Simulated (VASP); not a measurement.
# CuI (F-43m) in VASP: a series of runs, part 2 of 2

VASP 6.6.1.

### 4 Single point, r2SCAN+D4

File POSCAR:

```
CuI
1.0
    0.0000000000      3.0120291112      3.0120291112
    3.0120291112      0.0000000000      3.0120291112
    3.0120291112      3.0120291112      0.0000000000
Cu I
1 1
Direct
    0.0000000000      0.0000000000      0.0000000000
    0.2500000000      0.2500000000      0.2500000000
```

File INCAR.step1:

```
ALGO = Normal
EDIFF = 1E-4
ENCUT = 520
GGA = PE
ISMEAR = 0
LASPH = T
LCHARG = F
LREAL = F
LWAVE = T
NBANDS = 16
NELM = 60
PREC = Accurate
SIGMA = 0.01
```

File INCAR.step2:

```
ALGO = Normal
EDIFF = 1E-6
ENCUT = 520
ISIF = 2
ISMEAR = 0
ISTART = 1
IVDW = 13
LASPH = T
LCHARG = T
LELF = T
LMIXTAU = T
LREAL = F
LVHAR = T
LWAVE = F
METAGGA = R2SCAN
NBANDS = 16
NELM = 60
PREC = Accurate
SIGMA = 0.01
VDW_A1 = 0.51559235
VDW_A2 = 5.77342911
VDW_S6 = 1.0
VDW_S8 = 0.6018749
```

File KPOINTS:

```
k-points
0
Gamma
  6 6 6
```

Potentials or basis: VASP PAW PBE potentials, release 64 (Cu, I).

Launch:

```console
cat potpaw_PBE.64/Cu/POTCAR potpaw_PBE.64/I/POTCAR > POTCAR
cp INCAR.step1 INCAR
mpirun -np 1 vasp_std > vasp.out
cp INCAR.step2 INCAR
mpirun -np 1 vasp_std > vasp.out
```

OUTCAR:

```text
EDIFF = 1E-6
   ENCUT = 520
   ISIF = 2
   ISMEAR = 0
   ISTART = 1
   IVDW = 13
   LASPH = T
   LREAL = F
   METAGGA = R2SCAN
   NELM = 60
   PREC = Accurate

 ion  position               nearest neighbor table
   1  0.000  0.000  0.000-   2 2.61   2 2.61   2 2.61   2 2.61
   2  0.250  0.250  0.250-   1 2.61   1 2.61   1 2.61   1 2.61

  LATTYP: Found a face centered cubic cell.
 ALAT       =     6.0240582224

  Lattice vectors:

 A1 = (   0.0000000000,   3.0120291112,   3.0120291112)
 A2 = (   3.0120291112,   0.0000000000,   3.0120291112)
 A3 = (   3.0120291112,   3.0120291112,   0.0000000000)

Analysis of symmetry for initial positions (statically):
[... 5 lines left out ...]
 face centered cubic supercell.

 Subroutine GETGRP returns: Found 24 space group operations
 (whereof 24 operations were pure point group operations)
 out of a pool of 48 trial point group operations.

The static configuration has the point symmetry T_d .

Analysis of symmetry for dynamics (positions and initial velocities):
[... 5 lines left out ...]
 face centered cubic supercell.

 Subroutine GETGRP returns: Found 24 space group operations
 (whereof 24 operations were pure point group operations)
 out of a pool of 48 trial point group operations.

The dynamic configuration has the point symmetry T_d .

 Subroutine INISYM returns: Found 24 space group operations
 (whereof 24 operations are pure point group operations),
 and found     1 'primitive' translations

----------------------------------------------------------------------------------------

                                     Primitive cell

  volume of cell :      54.6522

  direct lattice vectors                    reciprocal lattice vectors
     0.000000000  3.012029111  3.012029111    -0.166001052  0.166001052  0.166001052
     3.012029111  0.000000000  3.012029111     0.166001052 -0.166001052  0.166001052
     3.012029111  3.012029111  0.000000000     0.166001052  0.166001052 -0.166001052

  length of vectors
     4.259652419  4.259652419  4.259652419     0.287522256  0.287522256  0.287522256

  position of ions in fractional coordinates (direct lattice)
     0.000000000  0.000000000  0.000000000
     0.250000000  0.250000000  0.250000000

  ion indices of the primitive-cell ions
   primitive index   ion index
                 1           1
                 2           2

----------------------------------------------------------------------------------------

 KPOINTS: k-points

Automatic generation of k-mesh.
 Grid dimensions read from file:
 generate k-points for:    6    6    6

 Generating k-lattice:

  Cartesian coordinates                     Fractional coordinates (reciprocal lattice)
    -0.027666842  0.027666842  0.027666842     0.166666667  0.000000000  0.000000000
     0.027666842 -0.027666842  0.027666842     0.000000000  0.166666667  0.000000000
     0.027666842  0.027666842 -0.027666842     0.000000000  0.000000000  0.166666667

  Length of vectors
     0.047920376  0.047920376  0.047920376

  Shift w.r.t. Gamma in fractional coordinates (k-lattice)
     0.000000000  0.000000000  0.000000000

 Subroutine IBZKPT returns following result:
 ===========================================

 Found     16 irreducible k-points:

 Following reciprocal coordinates:
[... 6 lines left out ...]
  0.333333  0.166667  0.000000     24.000000
[... 8 lines left out ...]
 -0.333333  0.333333  0.166667     24.000000
 -0.333333  0.500000  0.166667     12.000000
   k-points           NKPTS =     16   k-points in BZ     NKDIM =     16   number of bands    NBANDS=     16
   number of dos      NEDOS =    301   number of ions     NIONS =      2
   total plane-waves  NPLWV =  32768
   dimension x,y,z NGX =    32 NGY =   32 NGZ =   32
   dimension x,y,z NGXF=    64 NGYF=   64 NGZF=   64
   ions per type =               1   1
   NGX,Y,Z   is equivalent  to a cutoff of  12.49, 12.49, 12.49 a.u.
   NGXF,Y,Z  is equivalent  to a cutoff of  24.98, 24.98, 24.98 a.u.
 SYSTEM =  unknown system
   PREC   = accura    normal or accurate (medium, high low for compatibility)
   ISTART =      1    job   : 0-new  1-cont  2-samecut
   ICHARG =      0    charge: 1-file 2-atom 10-const
   ISPIN  =      1    spin polarized calculation?
   LNONCOLLINEAR =      F non collinear calculations
   LSORBIT =      F    spin-orbit coupling
   LASPH  =      T    aspherical Exc in radial PAW
   ENCUT  =  520.0 eV  38.22 Ry    6.18 a.u.   7.92  7.92  7.92*2*pi/ulx,y,z
   NELM   =     60;   NELMIN=  2; NELMDL=  0     # of ELM steps
   EDIFF  = 0.1E-05   stopping-criterion for ELM
   LREAL  =      F    real-space projection
   EDIFFG = 0.1E-04   stopping-criterion for IOM
   NSW    =      0    number of steps for IOM
   IBRION =     -1    ionic relax: 0-MD 1-quasi-New 2-CG
   NFREE  =      0    steps in history (QN), initial steepest desc. (CG)
   ISIF   =      2    stress and relaxation
   ISYM   =      2    0-nonsym 1-usesym 2-fastsym
   POTIM  = 0.5000    time-step for ionic-motion
   TEBEG  =    0.0;   TEEND  =   0.0 temperature during run
   PSTRESS=    0.0 pullay stress
   NELECT =      18.0000    total number of electrons
   NUPDOWN=      -1.0000    fix difference up-down
   EMIN   =  10.00;   EMAX   =-10.00  energy-range for DOS
   EFERMI =   0.00;   METHOD = LEGACY
   ISMEAR =     0;   SIGMA  =   0.01  broadening in eV -4-tet -1-fermi 0-gaus
   EFERMI_NEDOS =   21; number of points for ismear=-14 and -15
   IALGO  =     38    algorithm
   IMIX   =      4    mixing-type and parameters
     AMIX     =   0.40;   BMIX     =  1.00
     AMIX_MAG =   1.60;   BMIX_MAG =  1.00
  volume/ion in A,a.u.               =      27.33       184.41
  Fermi-wavevector in a.u.,A,eV,Ry     =   1.130568  2.136463 17.390734  1.278183
  Thomas-Fermi vector in A             =   2.267264
   LORBIT       =      0    0 simple, 1 ext, 2 COOP (PROOUT), +10 PAW based schemes
   METAGGA = R2SCAN    functional components
   LHFCALC =     F    Hartree Fock is set to
   AEXX    =    0.0000 exact exchange contribution
   IVDW    =    13    specifies the selected vdW correction
   LEPSILON=     F    determine dielectric tensor
   LRPA    =     F    only Hartree local field effects (RPA)
 non-spin polarized calculation
 Gauss-broadening in eV      SIGMA  =   0.01
  energy-cutoff  :      520.00
  volume of cell :       54.65
 maximum number of plane-waves:      1488
   NGX = 15   NGY = 15   NGZ = 15

 number of electron      18.0000016 magnetization

 Free energy of the ion-electron system (eV)
  ---------------------------------------------------
  ext. energy  EPLUGINS =         0.00000000
  ---------------------------------------------------
  free energy    TOTEN  =       -35.79373869 eV

  energy without entropy =      -35.79373869  energy(sigma->0) =      -35.79373869

 E-fermi :   4.5598     XC(G=0):  -9.5448

 val. band max:        4.4709561312   @ k =   0.0000   0.0000   0.0000
 cond. band min:       6.1421827339   @ k =   0.0000   0.0000   0.0000
 fundamental gap:      1.6712266027
 Fermi energy:         4.5597750986

 k-point     1 :       0.0000    0.0000    0.0000
  band No.  band energies     occupation
      1     -10.1590      2.00000
      2       0.5820      2.00000
      3       0.5820      2.00000
      4       0.5820      2.00000
      5       2.5551      2.00000
      6       2.5551      2.00000
[... 8 lines left out ...]
     15      14.5012      0.00000
     16      14.5012      0.00000

 k-point     2 :       0.1667    0.0000    0.0000
  band No.  band energies     occupation
      1     -10.0215      2.00000
      2       0.0698      2.00000
      3       0.5912      2.00000
      4       0.5912      2.00000
      5       2.5456      2.00000
      6       2.5457      2.00000
[... 8 lines left out ...]
     15      13.6201      0.00000
     16      14.1124      0.00000

 k-point     3 :       0.3333    0.0000    0.0000
  band No.  band energies     occupation
      1      -9.7184      2.00000
      2      -0.9466      2.00000
      3       0.6027      2.00000
      4       0.6027      2.00000
      5       2.5564      2.00000
      6       2.5565      2.00000
[... 8 lines left out ...]
     15      14.1623      0.00000
     16      14.1623      0.00000
[... 210 lines left out ...]
 k-point    15 :      -0.3333    0.3333    0.1667
  band No.  band energies     occupation
      1      -9.3926      2.00000
      2      -1.0085      2.00000
      3      -0.2432      2.00000
      4       0.4813      2.00000
      5       2.4475      2.00000
      6       2.5523      2.00000
[... 8 lines left out ...]
     15      16.2685      0.00000
     16      16.9022      0.00000

 k-point    16 :      -0.3333    0.5000    0.1667
  band No.  band energies     occupation
      1      -9.3382      2.00000
      2      -1.1103      2.00000
      3      -0.0959      2.00000
      4       0.3781      2.00000
      5       2.4929      2.00000
      6       2.5014      2.00000
[... 8 lines left out ...]
     15      16.5793      0.00000
     16      17.2499      0.00000

------------------------ aborting loop because EDIFF is reached ----------------------------------------

  DFT-D4 for vdW energy calculation

  Edisp (eV):   -0.26430

  FORCE on cell =-STRESS in cart. coord.  units (eV):
  Direction    XX          YY          ZZ          XY          YZ          ZX
  --------------------------------------------------------------------------------------
  -------------------------------------------------------------------------------------
  Total      -0.25373    -0.25373    -0.25373     0.00000    -0.00000     0.00000
  in kB      -7.43820    -7.43820    -7.43820     0.00000    -0.00000     0.00000
  external pressure =       -7.44 kB  Pullay stress =        0.00 kB

 VOLUME and BASIS-vectors are now :
 -----------------------------------------------------------------------------
  energy-cutoff  :      520.00
  volume of cell :       54.65
      direct lattice vectors                 reciprocal lattice vectors
     0.000000000  3.012029111  3.012029111    -0.166001052  0.166001052  0.166001052
     3.012029111  0.000000000  3.012029111     0.166001052 -0.166001052  0.166001052
     3.012029111  3.012029111  0.000000000     0.166001052  0.166001052 -0.166001052

 POSITION                                       TOTAL-FORCE (eV/Angst)
 -----------------------------------------------------------------------------------
      0.00000      0.00000      0.00000        -0.000000      0.000000      0.000000
      1.50601      1.50601      1.50601         0.000000     -0.000000     -0.000000
 -----------------------------------------------------------------------------------
    total drift:                                0.000010      0.000010      0.000010

  FREE ENERGIE OF THE ION-ELECTRON SYSTEM (eV)
  ---------------------------------------------------
  free  energy   TOTEN  =       -36.0580361027 eV

  energy  without entropy=      -36.0580361027  energy(sigma->0) =      -36.05803610
```

OUTCAR.step1:

```text
EDIFF = 1E-4
   ENCUT = 520
   GGA = PE
   ISMEAR = 0
   LASPH = T
[... 513 lines left out ...]
 -----------------------------------------------------------------------------------
      0.00000      0.00000      0.00000        -0.000000      0.000000      0.000000
      1.50601      1.50601      1.50601         0.000000     -0.000000     -0.000000
 -----------------------------------------------------------------------------------
    total drift:                               -0.000000     -0.000000      0.000000

  FREE ENERGIE OF THE ION-ELECTRON SYSTEM (eV)
  ---------------------------------------------------
  free  energy   TOTEN  =        -5.5543992918 eV

  energy  without entropy=       -5.5543992918  energy(sigma->0) =       -5.55439929
```

OSZICAR.step1:

```text
N       E                     dE             d eps       ncg     rms          rms(c)
DAV:   1     0.100117336249E+03    0.10012E+03   -0.79155E+03   512   0.119E+03
DAV:   2     0.803309799418E+00   -0.99314E+02   -0.90576E+02   544   0.224E+02
DAV:   3    -0.557233639566E+01   -0.63756E+01   -0.62941E+01   704   0.643E+01
DAV:   4    -0.577621004283E+01   -0.20387E+00   -0.20383E+00   672   0.101E+01
DAV:   5    -0.578278073217E+01   -0.65707E-02   -0.65707E-02   760   0.181E+00    0.536E+00
DAV:   6    -0.570468027756E+01    0.78100E-01   -0.27552E+00   536   0.450E+01    0.348E+00
DAV:   7    -0.555533925300E+01    0.14934E+00   -0.66253E-01   568   0.269E+01    0.175E+00
DAV:   8    -0.555662788486E+01   -0.12886E-02   -0.35986E-02   800   0.266E+00    0.436E-01
DAV:   9    -0.555420806188E+01    0.24198E-02   -0.92832E-03   648   0.285E+00    0.127E-01
DAV:  10    -0.555439215205E+01   -0.18409E-03   -0.58031E-04   608   0.182E-01    0.415E-02
DAV:  11    -0.555439929183E+01   -0.71398E-05   -0.19295E-04   608   0.398E-01
   1 F= -.55543993E+01 E0= -.55543993E+01  d E =-.945140E-16
```

It took 51 s on 1 thread of AMD EPYC 7R43 (Zen 3), shared host; peak memory 0.16 GiB.

Results:

```yaml
Free_energy: -36.0580 eV
Pressure: -0.7 GPa
Band_gap_on_the_k_mesh: 1.67 eV, direct
Dispersion_energy_per_atom: -0.132 eV
```

Levels at points of the mesh, in eV from the valence-band top:
| k point | band 7 | band 8 | band 9 | band 10 | band 11 | band 12 |
| --- | --- | --- | --- | --- | --- | --- |
| (0.00, 0.00, 0.00) | 0.00 | 0.00 | 0.00 | 1.67 | 5.22 | 5.22 |
| (0.50, 0.00, 0.00) | -1.85 | -0.74 | -0.74 | 2.57 | 5.73 | 5.73 |
| (0.50, 0.50, 0.00) | -1.82 | -1.57 | -1.57 | 2.90 | 3.17 | 9.94 |

Caveat: the PAW data sets were made with another functional, which shifts forces and pressure a little; spin-orbit coupling is left out, which moves the levels of the heavy elements. r2SCAN opens gaps a little over a GGA but as a rule still falls short of measured ones.

### 5 Summary

```csv
level,smearing,gap on the mesh (eV),pressure (GPa)
r2SCAN,fermi-dirac 0.05 eV,1.67,-0.1
r2SCAN,gaussian 0.01 eV,1.67,-0.1
r2SCAN+D4,gaussian 0.01 eV,1.67,-0.7
```

Alike in all rows: task single point; potentials or basis VASP PAW PBE potentials, release 64 (Cu, I); no spin polarisation; cell as given; k mesh 6 × 6 × 6; cutoff (eV) 520.

On the cell as given the gap runs from 1.67 eV (r2SCAN) to 1.67 eV (r2SCAN). The pressure there spans -0.7 GPa (r2SCAN+D4) to -0.1 GPa (r2SCAN); a positive pressure means that this level wants a larger cell, a negative one a smaller.

Caveats: the PAW data sets were made with another functional, which shifts forces and pressure a little; spin-orbit coupling is left out, which moves the levels of the heavy elements.

Absolute energies hang on the potentials; compare differences alone.
